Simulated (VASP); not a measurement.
# MoW14 (a cell with a defect) in VASP: notebook

MoW14 (a cell with a defect) is run at these levels: PBEsol; tasks: single point.

All numbers are computed with VASP 6.6.1; they aren't measurements. Logs are shortened: lines on timing, memory, paths and dates and some standing lists are left out, and cuts for length are marked.

## (1) The cell of the first run

The cell holds a defect, 15 atoms: a = 6.320 Å, b = 6.320 Å, c = 6.320 Å, α = 90.00°, β = 90.00°, γ = 90.00°.

## (2) Single point, PBEsol

Input file INCAR:

```
PREC = Accurate ; ENCUT = 520
EDIFF = 1E-6 ; ISMEAR = -1
SIGMA = 0.15 ; LREAL = Auto
LASPH = T ; NELM = 100
ALGO = Normal ; ISIF = 2
LWAVE = F ; LCHARG = F
GGA = PS ; NBANDS = 118
```

Input file KPOINTS:

```
Automatic mesh
0
Gamma
  3 3 3
```

Input file POSCAR:

```
MoW14
1.0
    6.3200000000      0.0000000000      0.0000000000
    0.0000000000      6.3200000000      0.0000000000
    0.0000000000      0.0000000000      6.3200000000
W Mo
14 1
Direct
    0.0018157354      0.0017952951      0.0018157354
    0.4978813433      0.0021186567      0.0020035856
    0.0020035856      0.0021186567      0.4978813433
    0.4982047049      0.4981842646      0.0018157354
    0.4979802522      0.0020197478      0.4979802522
    0.7500300306      0.2501321453      0.2498678547
    0.0018157354      0.4981842646      0.4982047049
    0.2498678547      0.7499699694      0.2498678547
    0.2498678547      0.2501321453      0.7500300306
    0.4978813433      0.4979964144      0.4978813433
    0.7502029608      0.7497970392      0.2499365535
    0.7502029608      0.2500634465      0.7502029608
    0.2499365535      0.7497970392      0.7502029608
    0.7502394531      0.7497605469      0.7502394531
    0.0020696316      0.4979303684      0.0020696316
```

Potentials or basis: VASP PAW PBE potentials, release 64 (W_sv, Mo_sv).

Launch:

```bash
$ cat potpaw_PBE.64/W_sv/POTCAR potpaw_PBE.64/Mo_sv/POTCAR > POTCAR
$ mpirun -np 1 vasp_std > vasp.out
```

OUTCAR:

```text
PREC = Accurate
   ENCUT = 520
   EDIFF = 1E-6
   ISMEAR = -1
   LREAL = Auto
   LASPH = T
   NELM = 100
   ISIF = 2
   GGA = PS

 ion  position               nearest neighbor table
   1  0.002  0.002  0.002-   8 2.73   6 2.73   9 2.73  12 2.74  11 2.74  13 2.74  14 2.76   3 3.14
                             2 3.14  15 3.14  15 3.18   3 3.18   2 3.18
   2  0.498  0.002  0.002-   9 2.73   8 2.73   6 2.73  12 2.74  13 2.74  11 2.75  14 2.76   5 3.13
                             1 3.14   4 3.14   1 3.18   4 3.18   5 3.19
   3  0.002  0.002  0.498-   6 2.73   8 2.73   9 2.73  11 2.74  12 2.74  13 2.75  14 2.76   5 3.13
                             1 3.14   7 3.14   1 3.18   7 3.18   5 3.19
   4  0.498  0.498  0.002-   6 2.73   8 2.73   9 2.73  13 2.74  12 2.74  11 2.74  14 2.76   2 3.14
                            10 3.14  15 3.14  15 3.18   2 3.18  10 3.18
   5  0.498  0.002  0.498-   9 2.73   8 2.73   6 2.73  11 2.75  12 2.75  13 2.75  14 2.76   2 3.13
                             3 3.13  10 3.13   2 3.19   3 3.19  10 3.19
   6  0.750  0.250  0.250-  15 2.73   4 2.73   3 2.73  10 2.73   2 2.73   1 2.73   7 2.73   5 2.73
                            12 3.16  11 3.16  12 3.16  11 3.16
   7  0.002  0.498  0.498-   9 2.73   8 2.73   6 2.73  11 2.74  12 2.74  13 2.74  14 2.76   3 3.14
                            10 3.14  15 3.14  15 3.18   3 3.18  10 3.18
   8  0.250  0.750  0.250-  15 2.73   1 2.73  10 2.73   2 2.73   3 2.73   4 2.73   7 2.73   5 2.73
                            13 3.16  11 3.16  11 3.16  13 3.16
   9  0.250  0.250  0.750-  15 2.73   7 2.73   2 2.73  10 2.73   3 2.73   4 2.73   1 2.73   5 2.73
                            13 3.16  12 3.16  12 3.16  13 3.16
  10  0.498  0.498  0.498-   8 2.73   6 2.73   9 2.73  11 2.74  13 2.74  12 2.75  14 2.76   5 3.13
                             4 3.14   7 3.14   7 3.18   4 3.18   5 3.19
  11  0.750  0.750  0.250-   7 2.74  15 2.74   1 2.74   4 2.74  10 2.74   3 2.74   5 2.75   2 2.75
                             6 3.16   8 3.16  14 3.16  14 3.16   6 3.16   8 3.16
  12  0.750  0.250  0.750-   1 2.74  15 2.74   7 2.74   4 2.74   3 2.74   2 2.74   5 2.75  10 2.75
                             6 3.16   9 3.16  14 3.16  14 3.16   6 3.16   9 3.16
  13  0.250  0.750  0.750-   4 2.74  15 2.74   7 2.74   1 2.74  10 2.74   2 2.74   5 2.75   3 2.75
                             8 3.16   9 3.16  14 3.16  14 3.16   9 3.16   8 3.16
  14  0.750  0.750  0.750-   1 2.76   4 2.76   7 2.76  15 2.76   3 2.76  10 2.76   2 2.76   5 2.76
                            12 3.16  13 3.16  11 3.16  12 3.16  11 3.16  13 3.16
  15  0.002  0.498  0.002-   6 2.73   8 2.73   9 2.73  11 2.74  12 2.74  13 2.74  14 2.76   4 3.14
                             1 3.14   7 3.14   1 3.18   4 3.18   7 3.18

  LATTYP: Found a simple cubic cell.
 ALAT       =     6.3200000000

  Lattice vectors:

 A1 = (   6.3200000000,   0.0000000000,   0.0000000000)
 A2 = (   0.0000000000,   6.3200000000,   0.0000000000)
 A3 = (   0.0000000000,   0.0000000000,   6.3200000000)

Analysis of symmetry for initial positions (statically):
=====================================================================
 Subroutine PRICEL returns:
 Original cell was already a primitive cell.

 Routine SETGRP: Setting up the symmetry group for a
 simple cubic supercell.

 Subroutine GETGRP returns: Found  6 space group operations
 (whereof  2 operations were pure point group operations)
 out of a pool of 48 trial point group operations.

The static configuration has the point symmetry C_1h.
 The point group associated with its full space group is C_3v.

Analysis of symmetry for dynamics (positions and initial velocities):
=====================================================================
 Subroutine PRICEL returns:
 Original cell was already a primitive cell.

 Routine SETGRP: Setting up the symmetry group for a
 simple cubic supercell.

 Subroutine GETGRP returns: Found  6 space group operations
 (whereof  2 operations were pure point group operations)
 out of a pool of 48 trial point group operations.

The dynamic configuration has the point symmetry C_1h.
 The point group associated with its full space group is C_3v.

 Subroutine INISYM returns: Found  6 space group operations
 (whereof  2 operations are pure point group operations),
 and found     1 'primitive' translations

----------------------------------------------------------------------------------------

                                     Primitive cell

  volume of cell :     252.4360

  direct lattice vectors                    reciprocal lattice vectors
[... 62 lines left out ...]

 Subroutine IBZKPT returns following result:
 ===========================================

 Found      6 irreducible k-points:

 Following reciprocal coordinates:
            Coordinates               Weight
  0.000000  0.000000  0.000000      1.000000
  0.333333  0.000000  0.000000      6.000000
  0.333333  0.333333  0.000000      6.000000
  0.333333  0.000000  0.333333      6.000000
  0.333333  0.333333  0.333333      6.000000
  0.333333 -0.333333  0.333333      2.000000
   k-points           NKPTS =      6   k-points in BZ     NKDIM =      6   number of bands    NBANDS=    118
   number of dos      NEDOS =    301   number of ions     NIONS =     15
   total plane-waves  NPLWV = 110592
   dimension x,y,z NGX =    48 NGY =   48 NGZ =   48
   dimension x,y,z NGXF=    96 NGYF=   96 NGZF=   96
   ions per type =              14   1
   NGX,Y,Z   is equivalent  to a cutoff of  12.63, 12.63, 12.63 a.u.
   NGXF,Y,Z  is equivalent  to a cutoff of  25.25, 25.25, 25.25 a.u.
 SYSTEM =  unknown system
   PREC   = accura    normal or accurate (medium, high low for compatibility)
   ISTART =      0    job   : 0-new  1-cont  2-samecut
   ICHARG =      2    charge: 1-file 2-atom 10-const
   ISPIN  =      1    spin polarized calculation?
   LNONCOLLINEAR =      F non collinear calculations
   LSORBIT =      F    spin-orbit coupling
   LASPH  =      T    aspherical Exc in radial PAW
   ENCUT  =  520.0 eV  38.22 Ry    6.18 a.u.  11.75 11.75 11.75*2*pi/ulx,y,z
   NELM   =    100;   NELMIN=  2; NELMDL= -5     # of ELM steps
   EDIFF  = 0.1E-05   stopping-criterion for ELM
   LREAL  =      T    real-space projection
   EDIFFG = 0.1E-04   stopping-criterion for IOM
   NSW    =      0    number of steps for IOM
   IBRION =     -1    ionic relax: 0-MD 1-quasi-New 2-CG
   NFREE  =      0    steps in history (QN), initial steepest desc. (CG)
   ISIF   =      2    stress and relaxation
   ISYM   =      2    0-nonsym 1-usesym 2-fastsym
   POTIM  = 0.5000    time-step for ionic-motion
   TEBEG  =    0.0;   TEEND  =   0.0 temperature during run
   PSTRESS=    0.0 pullay stress
   NELECT =     210.0000    total number of electrons
   NUPDOWN=      -1.0000    fix difference up-down
   EMIN   =  10.00;   EMAX   =-10.00  energy-range for DOS
   EFERMI =   0.00;   METHOD = LEGACY
   ISMEAR =    -1;   SIGMA  =   0.15  broadening in eV -4-tet -1-fermi 0-gaus
   EFERMI_NEDOS =   21; number of points for ismear=-14 and -15
   IALGO  =     38    algorithm
   IMIX   =      4    mixing-type and parameters
     AMIX     =   0.40;   BMIX     =  1.00
     AMIX_MAG =   1.60;   BMIX_MAG =  1.00
  volume/ion in A,a.u.               =      16.83       113.57
  Fermi-wavevector in a.u.,A,eV,Ry     =   1.539681  2.909576 32.254225  2.370619
  Thomas-Fermi vector in A             =   2.645875
   LORBIT       =      0    0 simple, 1 ext, 2 COOP (PROOUT), +10 PAW based schemes
   GGA     = PS    functional components
   LHFCALC =     F    Hartree Fock is set to
   AEXX    =    0.0000 exact exchange contribution
   IVDW    =     0    specifies the selected vdW correction
   LEPSILON=     F    determine dielectric tensor
   LRPA    =     F    only Hartree local field effects (RPA)
 non-spin polarized calculation
  energy-cutoff  :      520.00
  volume of cell :      252.44
 maximum number of plane-waves:      6859
 NGX is ok and might be reduce to    48
   NGX = 23   NGY = 23   NGZ = 23

 number of electron     210.0000003 magnetization

 Free energy of the ion-electron system (eV)
  ---------------------------------------------------
  ext. energy  EPLUGINS =         0.00000000
  ---------------------------------------------------
  free energy    TOTEN  =      -201.66453958 eV

  energy without entropy =     -200.93084558  energy(sigma->0) =     -201.29769258

 E-fermi :  10.1447     XC(G=0): -13.3226

 val. band max:       10.1252561581   @ k =   0.3333   0.0000   0.3333
 cond. band min:      10.2260607134   @ k =   0.3333   0.3333   0.3333
 fundamental gap:      0.1008045552
 Fermi energy:        10.1446756875

 k-point     1 :       0.0000    0.0000    0.0000
  band No.  band energies     occupation
      1     -63.7174      2.00000
      2     -63.6399      2.00000
      3     -63.6399      2.00000
      4     -63.6292      2.00000
      5     -63.6284      2.00000
      6     -63.6284      2.00000
[... 709 lines left out ...]
    116      12.3961      0.00000
    117      12.4202      0.00000
 [bands above 117 left out]

------------------------ aborting loop because EDIFF is reached ----------------------------------------

  FORCE on cell =-STRESS in cart. coord.  units (eV):
  Direction    XX          YY          ZZ          XY          YZ          ZX
  --------------------------------------------------------------------------------------
  -------------------------------------------------------------------------------------
  Total      -12.6105272    -12.6105272    -12.6105272     -0.0358926     -0.0358926      0.0358926
  in kB      -80.0373297    -80.0373297    -80.0373297     -0.2278057     -0.2278057      0.2278057
  external PRESSURE =     -80.0373297 kB  Pullay stress =       0.0000000 kB

 VOLUME and BASIS-vectors are now :
 -----------------------------------------------------------------------------
  energy-cutoff  :      520.00
  volume of cell :      252.44
      direct lattice vectors                 reciprocal lattice vectors
     6.320000000  0.000000000  0.000000000     0.158227848  0.000000000  0.000000000
     0.000000000  6.320000000  0.000000000     0.000000000  0.158227848  0.000000000
     0.000000000  0.000000000  6.320000000     0.000000000  0.000000000  0.158227848

 POSITION                                       TOTAL-FORCE (eV/Angst)
 -----------------------------------------------------------------------------------
      0.01148      0.01135      0.01148         0.001341      0.001066      0.001341
      3.14661      0.01339      0.01266        -0.016260      0.016260      0.007833
      0.01266      0.01339      3.14661         0.007833      0.016260     -0.016260
      3.14865      3.14852      0.01148        -0.001066     -0.001341      0.001341
      3.14724      0.01276      3.14724        -0.013604      0.013604     -0.013604
      4.74019      1.58084      1.57916        -0.001128     -0.000816      0.000816
      0.01148      3.14852      3.14865         0.001341     -0.001341     -0.001066
      1.57916      4.73981      1.57916         0.000816      0.001128      0.000816
      1.57916      1.58084      4.74019         0.000816     -0.000816     -0.001128
      3.14661      3.14734      3.14661        -0.016260     -0.007833     -0.016260
      4.74128      4.73872      1.57960         0.006168     -0.006168     -0.000666
      4.74128      1.58040      4.74128         0.006168      0.000666      0.006168
      1.57960      4.73872      4.74128        -0.000666     -0.006168      0.006168
      4.74151      4.73849      4.74151         0.017267     -0.017267      0.017267
      0.01308      3.14692      0.01308         0.007236     -0.007236      0.007236
 -----------------------------------------------------------------------------------
    total drift:                               -0.000239      0.000239     -0.000239

  FREE ENERGIE OF THE ION-ELECTRON SYSTEM (eV)
  ---------------------------------------------------
  free  energy   TOTEN  =      -201.6645395804 eV

  energy  without entropy=     -200.9308455843  energy(sigma->0) =     -201.29769258
```

Wall time 3.9 min (1 thread of Intel Xeon Platinum 8488C (Sapphire Rapids), shared host); peak memory 0.39 GiB.

What came out:

| Quantity | Value |
| --- | --- |
| Free energy | -201.6645 eV |
| Pressure | -8.0 GPa |
| Largest force | 0.030 eV/Å |

Forces on the atoms (eV/Å):
```
W    0.001  0.001  0.001
W   -0.016  0.016  0.008
W    0.008  0.016 -0.016
W   -0.001 -0.001  0.001
W   -0.014  0.014 -0.014
W   -0.001 -0.001  0.001
W    0.001 -0.001 -0.001
W    0.001  0.001  0.001
W    0.001 -0.001 -0.001
W   -0.016 -0.008 -0.016
W    0.006 -0.006 -0.001
W    0.006  0.001  0.006
W   -0.001 -0.006  0.006
W    0.017 -0.017  0.017
Mo   0.007 -0.007  0.007
```

Caveat: the PAW data sets were made with another functional, which shifts forces and pressure a little; spin-orbit coupling is left out, which moves the levels of the heavy elements.

## (3) Single point, PBEsol

Input file INCAR:

```
SYSTEM = MoW14
ALGO     = Normal         ! electronic algorithm
EDIFF    = 1E-7           ! SCF threshold, eV
ENCUT    = 520            ! plane-wave cutoff, eV
GGA      = PS             ! functional
ISIF     = 2              ! what is computed and relaxed
ISMEAR   = -1             ! smearing method
LASPH    = .TRUE.         ! aspherical terms in the spheres
LCHARG   = .FALSE.        ! write CHGCAR
LREAL    = Auto         
LWAVE    = .FALSE.        ! write WAVECAR
NBANDS   = 118            ! bands
NELM     = 60             ! most SCF steps
PREC     = Accurate       ! precision mode
SIGMA    = 0.15           ! smearing width, eV
```

Input file KPOINTS:

```
k-points
0
G
  3 3 3
  0 0 0
```

Input file POSCAR:

```
MoW14
1.0
    6.3200000000      0.0000000000      0.0000000000
    0.0000000000      6.3200000000      0.0000000000
    0.0000000000      0.0000000000      6.3200000000
W Mo
14 1
Direct
    0.0000072554      0.0022660724      0.0008831210
    0.4997309297      0.0025242926      0.0005789234
   -0.0002757211      0.0025214114      0.5005862788
    0.5000499325      0.5022405559      0.0008890327
    0.4991935171      0.0030095320      0.5001061193
    0.7516385320      0.2539678676      0.2491020250
    0.0000310231      0.5022272493      0.5009013165
    0.2482899535      0.7506506674      0.2491336621
    0.2482926437      0.2539905255      0.7524370742
    0.4997313557      0.5024915543      0.5005991935
    0.7521128114      0.7501247280      0.2488005967
    0.7521448022      0.2544230114      0.7529817143
    0.2478368023      0.7501572659      0.7530318698
    0.7519425877      0.7502973236      0.7528672938
    0.2475729747      0.2547289428      0.2483638789
```

Potentials or basis: VASP PAW PBE potentials, release 64 (W_sv, Mo_sv).

Launch:

```bash
$ cat potpaw_PBE.64/W_sv/POTCAR potpaw_PBE.64/Mo_sv/POTCAR > POTCAR
$ mpirun -np 1 vasp_std > vasp.out
```

Run time: 10 min. Hardware: 1 thread of Intel Xeon Platinum 8559C (Emerald Rapids), shared host; peak memory 0.46 GiB.

Results (log left out):

```yaml
Free_energy: -201.6644 eV
Pressure: -8.0 GPa
Largest_force: 0.032 eV/Å
```

Forces on the atoms (eV/Å):
```
W    0.005  0.003  0.004
W   -0.008  0.009  0.014
W    0.011  0.008 -0.008
W   -0.008 -0.004  0.004
W    0.021 -0.018  0.017
W   -0.002  0.017 -0.011
W    0.003 -0.003 -0.007
W   -0.016  0.001 -0.014
W   -0.014  0.014  0.001
W   -0.009 -0.009 -0.009
W    0.007 -0.005 -0.009
W    0.005  0.002  0.007
W   -0.002 -0.009  0.004
W    0.006 -0.004  0.002
Mo   0.001 -0.003  0.006
```

Levels at points of the mesh, in eV from the Fermi level:
| k point | band 102 | band 103 | band 104 | band 105 | band 106 | band 107 | band 108 | band 109 |
| --- | --- | --- | --- | --- | --- | --- | --- | --- |
| (0.00, 0.00, 0.00) | -0.16 | -0.12 | -0.06 | -0.06 | 1.02 | 1.02 | 1.04 | 1.12 |

Caveat: the PAW data sets were made with another functional, which shifts forces and pressure a little; spin-orbit coupling is left out, which moves the levels of the heavy elements.
